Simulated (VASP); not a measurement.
# InP (sol) (I-4m2) in VASP: further runs

Runs on InP (sol). Level: PBEsol. Tasks: relaxation of the atoms.

All numbers are computed with VASP 6.6.1; they aren't measurements. Logs are shortened: lines on timing, memory, paths and dates and some standing lists are left out, and cuts for length are marked.

## 1. The cell of the first run

Symmetry: I-4m2, No. 119, tetragonal system. The conventional cell has a = 4.167 Å, b = 4.167 Å, c = 5.820 Å, α = 90.00°, β = 90.00°, γ = 90.00°. Within 3.4 Å of In (site symmetry -4m2) lie 4 P at 2.54 Å. Within 3.4 Å of P (site symmetry -4m2) lie 4 In at 2.54 Å.

## 2. Relaxation of the atoms, PBEsol (strained cell)

The input, INCAR:

```
  ALGO = Normal
  EDIFF = 1E-7
  EDIFFG = -0.002
  ENCUT = 450
  GGA = PS
  GGA_COMPAT = F
  IBRION = 2
  ISIF = 2
  ISMEAR = 0
  LASPH = T
  LCHARG = F
  LREAL = F
  LWAVE = F
  NELM = 120
  NELMIN = 4
  NSW = 60
  PREC = Accurate
  SIGMA = 0.02
```

The input, KPOINTS:

```
k-points
0
Gamma
  10 10 10
```

The input, POSCAR:

```
InP
1.0
    0.0000000000      2.9465360895      2.9097962380
    2.9465360895      0.0000000000      2.9097962380
    2.9465360895      2.9465360895      0.0000000000
In P
1 1
Direct
    0.0000000000      0.0000000000      0.0000000000
    0.2500000000      0.2500000000      0.2500000000
```

Potentials or basis: VASP PAW PBE potentials, release 64 (In_d, P).

Launch:

```console
$ cat potpaw_PBE.64/In_d/POTCAR potpaw_PBE.64/P/POTCAR > POTCAR
$ mpirun -np 1 vasp_std > vasp.out
```

OUTCAR:

```text
EDIFF = 1E-7
   EDIFFG = -0.002
   ENCUT = 450
   GGA = PS
   IBRION = 2
   ISIF = 2
   ISMEAR = 0
   LASPH = T
   LREAL = F
   NELM = 120
   NELMIN = 4
   NSW = 60
   PREC = Accurate

 ion  position               nearest neighbor table
   1  0.000  0.000  0.000-   2 2.54   2 2.54   2 2.54   2 2.54
   2  0.250  0.250  0.250-   1 2.54   1 2.54   1 2.54   1 2.54

  LATTYP: Found a body centered tetragonal cell.
 ALAT       =     4.1670312998
 C/A-ratio  =     1.3965799768

  Lattice vectors:

 A1 = (   0.0000000000,  -2.9465360895,  -2.9097962380)
 A2 = (   0.0000000000,   2.9465360895,  -2.9097962380)
 A3 = (   2.9465360895,   0.0000000000,   2.9097962380)

Analysis of symmetry for initial positions (statically):
=====================================================================
 Subroutine PRICEL returns:
 Original cell was already a primitive cell.

 Routine SETGRP: Setting up the symmetry group for a
 body centered tetragonal supercell.

 Subroutine GETGRP returns: Found  8 space group operations
 (whereof  8 operations were pure point group operations)
 out of a pool of 16 trial point group operations.

The static configuration has the point symmetry D_2d.

Analysis of symmetry for dynamics (positions and initial velocities):
=====================================================================
 Subroutine PRICEL returns:
 Original cell was already a primitive cell.

 Routine SETGRP: Setting up the symmetry group for a
 body centered tetragonal supercell.

 Subroutine GETGRP returns: Found  8 space group operations
 (whereof  8 operations were pure point group operations)
 out of a pool of 16 trial point group operations.

The dynamic configuration has the point symmetry D_2d.

 Subroutine INISYM returns: Found  8 space group operations
 (whereof  8 operations are pure point group operations),
 and found     1 'primitive' translations

----------------------------------------------------------------------------------------

                                     Primitive cell

  volume of cell :      50.5261

  direct lattice vectors                    reciprocal lattice vectors
     0.000000000  2.946536089  2.909796238    -0.169690778  0.169690778  0.171833338
     2.946536089  0.000000000  2.909796238     0.169690778 -0.169690778  0.171833338
     2.946536089  2.946536089  0.000000000     0.169690778  0.169690778 -0.171833338

  length of vectors
     4.141133791  4.141133791  4.167031300     0.295155240  0.295155240  0.295155240

  position of ions in fractional coordinates (direct lattice)
     0.000000000  0.000000000  0.000000000
     0.250000000  0.250000000  0.250000000

  ion indices of the primitive-cell ions
   primitive index   ion index
                 1           1
                 2           2

----------------------------------------------------------------------------------------

 KPOINTS: k-points

Automatic generation of k-mesh.
 Grid dimensions read from file:
 generate k-points for:   10   10   10

 Generating k-lattice:

  Cartesian coordinates                     Fractional coordinates (reciprocal lattice)
    -0.016969078  0.016969078  0.017183334     0.100000000  0.000000000  0.000000000
     0.016969078 -0.016969078  0.017183334     0.000000000  0.100000000  0.000000000
     0.016969078  0.016969078 -0.017183334     0.000000000  0.000000000  0.100000000

  Length of vectors
     0.029515524  0.029515524  0.029515524

  Shift w.r.t. Gamma in fractional coordinates (k-lattice)
     0.000000000  0.000000000  0.000000000

 Subroutine IBZKPT returns following result:
 ===========================================

 Found    102 irreducible k-points:

 Following reciprocal coordinates:
            Coordinates               Weight
  0.000000  0.000000  0.000000      1.000000
  0.100000 -0.000000  0.000000      8.000000
  0.200000 -0.000000  0.000000      8.000000
  0.300000 -0.000000  0.000000      8.000000
  0.400000 -0.000000  0.000000      8.000000
  0.500000 -0.000000  0.000000      4.000000
[... 16 lines left out ...]
  0.300000  0.300000  0.000000      2.000000
  0.400000  0.300000  0.000000      8.000000
 [... further k-points ...]
   k-points           NKPTS =    102   k-points in BZ     NKDIM =    102   number of bands    NBANDS=     13
   number of dos      NEDOS =    301   number of ions     NIONS =      2
   total plane-waves  NPLWV =  27000
   dimension x,y,z NGX =    30 NGY =   30 NGZ =   30
   dimension x,y,z NGXF=    60 NGYF=   60 NGZF=   60
   ions per type =               1   1
   NGX,Y,Z   is equivalent  to a cutoff of  12.04, 12.04, 11.97 a.u.
   NGXF,Y,Z  is equivalent  to a cutoff of  24.09, 24.09, 23.94 a.u.
 SYSTEM =  unknown system
   PREC   = accura    normal or accurate (medium, high low for compatibility)
   ISTART =      0    job   : 0-new  1-cont  2-samecut
   ICHARG =      2    charge: 1-file 2-atom 10-const
   ISPIN  =      1    spin polarized calculation?
   LNONCOLLINEAR =      F non collinear calculations
   LSORBIT =      F    spin-orbit coupling
   LASPH  =      T    aspherical Exc in radial PAW
   ENCUT  =  450.0 eV  33.07 Ry    5.75 a.u.   7.16  7.16  7.21*2*pi/ulx,y,z
   NELM   =    120;   NELMIN=  4; NELMDL= -5     # of ELM steps
   EDIFF  = 0.1E-06   stopping-criterion for ELM
   LREAL  =      F    real-space projection
   EDIFFG = -.2E-02   stopping-criterion for IOM
   NSW    =     60    number of steps for IOM
   IBRION =      2    ionic relax: 0-MD 1-quasi-New 2-CG
   NFREE  =      1    steps in history (QN), initial steepest desc. (CG)
   ISIF   =      2    stress and relaxation
   ISYM   =      2    0-nonsym 1-usesym 2-fastsym
   POTIM  = 0.5000    time-step for ionic-motion
   TEBEG  =    0.0;   TEEND  =   0.0 temperature during run
   PSTRESS=    0.0 pullay stress
   NELECT =      18.0000    total number of electrons
   NUPDOWN=      -1.0000    fix difference up-down
   EMIN   =  10.00;   EMAX   =-10.00  energy-range for DOS
   EFERMI =   0.00;   METHOD = LEGACY
   ISMEAR =     0;   SIGMA  =   0.02  broadening in eV -4-tet -1-fermi 0-gaus
   EFERMI_NEDOS =   21; number of points for ismear=-14 and -15
   IALGO  =     38    algorithm
   IMIX   =      4    mixing-type and parameters
     AMIX     =   0.40;   BMIX     =  1.00
     AMIX_MAG =   1.60;   BMIX_MAG =  1.00
  volume/ion in A,a.u.               =      25.26       170.48
  Fermi-wavevector in a.u.,A,eV,Ry     =   1.160540  2.193104 18.325064  1.346854
  Thomas-Fermi vector in A             =   2.297122
   LORBIT       =      0    0 simple, 1 ext, 2 COOP (PROOUT), +10 PAW based schemes
   GGA     = PS    functional components
   LHFCALC =     F    Hartree Fock is set to
   AEXX    =    0.0000 exact exchange contribution
   IVDW    =     0    specifies the selected vdW correction
   LEPSILON=     F    determine dielectric tensor
   LRPA    =     F    only Hartree local field effects (RPA)
 conjugate gradient relaxation of ions
 non-spin polarized calculation
 Gauss-broadening in eV      SIGMA  =   0.02
  energy-cutoff  :      450.00
  volume of cell :       50.53
 maximum number of plane-waves:      1109
 NGX is ok and might be reduce to    30
   NGX = 15   NGY = 15   NGZ = 15

 number of electron      18.0000006 magnetization

 Free energy of the ion-electron system (eV)
  ---------------------------------------------------
  ext. energy  EPLUGINS =         0.00000000
  ---------------------------------------------------
  free energy    TOTEN  =        -9.15579538 eV

  energy without entropy =       -9.15579538  energy(sigma->0) =       -9.15579538

 E-fermi :   5.1727     XC(G=0):  -9.4626

 val. band max:        5.0880594110   @ k =   0.0000   0.0000   0.0000
 cond. band min:       5.6433931401   @ k =   0.0000   0.0000   0.0000
 fundamental gap:      0.5553337291
 Fermi energy:         5.1726564858

 k-point     1 :       0.0000    0.0000    0.0000
  band No.  band energies     occupation
      1      -9.0934      2.00000
      2      -9.0934      2.00000
      3      -9.0882      2.00000
      4      -8.9396      2.00000
      5      -8.9384      2.00000
      6      -6.4719      2.00000
      7       5.0298      2.00000
      8       5.0298      2.00000
      9       5.0881      2.00000
     10       5.6434      0.00000
     11       9.0546      0.00000
     12       9.0733      0.00000
     13       9.0733      0.00000

 k-point     2 :       0.1000   -0.0000    0.0000
  band No.  band energies     occupation
      1      -9.1045      2.00000
      2      -9.0884      2.00000
      3      -9.0848      2.00000
      4      -8.9398      2.00000
      5      -8.9383      2.00000
      6      -6.3566      2.00000
      7       3.8552      2.00000
      8       4.9014      2.00000
      9       4.9456      2.00000
     10       6.4603      0.00000
     11       9.1181      0.00000
     12       9.2572      0.00000
     13       9.2598      0.00000

 k-point     3 :       0.2000   -0.0000    0.0000
  band No.  band energies     occupation
      1      -9.1359      2.00000
      2      -9.0764      2.00000
      3      -9.0731      2.00000
      4      -8.9391      2.00000
      5      -8.9369      2.00000
      6      -6.0251      2.00000
      7       2.3180      2.00000
      8       4.6107      2.00000
      9       4.6667      2.00000
     10       6.7851      0.00000
     11       9.6201      0.00000
     12       9.6246      0.00000
     13       9.7567      0.00000
[... 305 lines left out ...]
 k-point    23 :       0.3000    0.3000    0.0000
  band No.  band energies     occupation
      1      -9.2211      2.00000
      2      -9.0250      2.00000
      3      -9.0250      2.00000
      4      -8.9733      2.00000
      5      -8.9142      2.00000
      6      -5.1975      2.00000
      7       1.0406      2.00000
      8       3.2729      2.00000
      9       3.2729      2.00000
     10       7.0803      0.00000
     11       7.9574      0.00000
     12      12.0685      0.00000
     13      12.0686      0.00000

 k-point    24 :       0.4000    0.3000    0.0000
  band No.  band energies     occupation
      1      -9.2413      2.00000
      2      -9.0154      2.00000
      3      -9.0123      2.00000
      4      -8.9772      2.00000
      5      -8.9103      2.00000
      6      -4.7718      2.00000
      7       0.3153      2.00000
      8       2.8109      2.00000
      9       3.0676      2.00000
     10       7.1378      0.00000
     11       7.9558      0.00000
     12      11.8335      0.00000
     13      12.4649      0.00000

 [... further k-points ...]

------------------------ aborting loop because EDIFF is reached ----------------------------------------

  FORCE on cell =-STRESS in cart. coord.  units (eV):
  Direction    XX          YY          ZZ          XY          YZ          ZX
  --------------------------------------------------------------------------------------
  -------------------------------------------------------------------------------------
  Total        0.0607174      0.0607174      0.2215943      0.0000000      0.0000000     -0.0000000
  in kB        1.9253411      1.9253411      7.0267273      0.0000000      0.0000000     -0.0000000
  external PRESSURE =       3.6258032 kB  Pullay stress =       0.0000000 kB

 VOLUME and BASIS-vectors are now :
 -----------------------------------------------------------------------------
  energy-cutoff  :      450.00
  volume of cell :       50.53
      direct lattice vectors                 reciprocal lattice vectors
     0.000000000  2.946536089  2.909796238    -0.169690778  0.169690778  0.171833338
     2.946536089  0.000000000  2.909796238     0.169690778 -0.169690778  0.171833338
     2.946536089  2.946536089  0.000000000     0.169690778  0.169690778 -0.171833338

 POSITION                                       TOTAL-FORCE (eV/Angst)
 -----------------------------------------------------------------------------------
      0.00000      0.00000      0.00000         0.000000      0.000000      0.000000
      1.47327      1.47327      1.45490        -0.000000     -0.000000     -0.000000
 -----------------------------------------------------------------------------------
    total drift:                                0.000000      0.000000      0.000000

  FREE ENERGIE OF THE ION-ELECTRON SYSTEM (eV)
  ---------------------------------------------------
  free  energy   TOTEN  =        -9.1557953794 eV

  energy  without entropy=       -9.1557953794  energy(sigma->0) =       -9.15579538

 reached required accuracy - stopping structural energy minimisation
```

Run time: 30 s. Hardware: 1 thread of Intel Xeon 6975P-C (Granite Rapids), shared host; peak memory 0.2 GiB.

Results:

```
Free energy             : -9.1558 eV
Pressure after relaxing : 0.4 GPa
Band gap on the k mesh  : 0.56 eV, direct
```

Final structure:
```
CELL_PARAMETERS angstrom
0.00000 2.94654 2.90980
2.94654 0.00000 2.90980
2.94654 2.94654 0.00000
ATOMIC_POSITIONS crystal
In 0.00000 0.00000 0.00000
P 0.25000 0.25000 0.25000
```

Caveat: the cell differs from its parent crystal (strained cell); the relaxation stopped at its first step, so nothing moved; the PAW data sets were made with another functional, which shifts forces and pressure a little; spin-orbit coupling is left out, which moves the levels of the heavy elements.

## 3. Relaxation of the atoms, PBEsol (strained cell)

The input, INCAR:

```
SYSTEM = InP
ALGO = Normal
EDIFF = 1E-7
EDIFFG = -0.002
ENCUT = 450
GGA = PS
GGA_COMPAT = .FALSE.
IBRION = 2
ISIF = 2
ISMEAR = 0
LASPH = .TRUE.
LCHARG = .FALSE.
LREAL = .FALSE.
LWAVE = .FALSE.
NELM = 120
NELMIN = 4
NSW = 60
PREC = Accurate
SIGMA = 0.02
```

The input, KPOINTS:

```
k-points
0
G
  10 10 10
  0 0 0
```

The input, POSCAR:

```
InP
1.0
    0.0000000000      2.9498255773      2.9097962380
    2.9498255773      0.0000000000      2.9097962380
    2.9498255773      2.9498255773      0.0000000000
In P
1 1
Direct
    0.0000000000      0.0000000000      0.0000000000
    0.2500000000      0.2500000000      0.2500000000
```

Potentials or basis: VASP PAW PBE potentials, release 64 (In_d, P).

Launch:

```console
$ cat potpaw_PBE.64/In_d/POTCAR potpaw_PBE.64/P/POTCAR > POTCAR
$ mpirun -np 1 vasp_std > vasp.out
```

Run time: 31 s. Hardware: 1 thread of Intel Xeon 6975P-C (Granite Rapids), shared host; peak memory 0.2 GiB.

It converged, with:

```
Free energy             : -9.1559 eV
Pressure after relaxing : 0.2 GPa
Band gap on the k mesh  : 0.54 eV, direct
```

Stress tensor (GPa, compression positive):
```
0.02 0.00 0.00
0.00 0.02 0.00
0.00 0.00 0.58
```

Final structure:
```yaml
crystal:
  lattice:
    - [0.00000, 2.94983, 2.90980]
    - [2.94983, 0.00000, 2.90980]
    - [2.94983, 2.94983, 0.00000]
  atoms:
    - { symbol: In, position: [0.00000, 0.00000, 0.00000] }
    - { symbol: P, position: [0.25000, 0.25000, 0.25000] }
```

Levels at points of the mesh, in eV from the valence-band top:
| k point | band 7 | band 8 | band 9 | band 10 | band 11 | band 12 |
| --- | --- | --- | --- | --- | --- | --- |
| (0.00, 0.00, 0.00) | -0.06 | -0.06 | 0.00 | 0.54 | 3.96 | 3.98 |
| (0.50, 0.00, 0.00) | -5.81 | -1.06 | -0.97 | 1.34 | 4.65 | 4.74 |
| (0.50, 0.50, 0.00) | -5.77 | -2.43 | -2.43 | 1.55 | 2.04 | 9.10 |
| (0.50, 0.00, 0.50) | -5.86 | -2.35 | -2.34 | 1.63 | 2.17 | 8.97 |

Caveat: the cell differs from its parent crystal (strained cell); the relaxation stopped at its first step, so nothing moved; the PAW data sets were made with another functional, which shifts forces and pressure a little; spin-orbit coupling is left out, which moves the levels of the heavy elements.
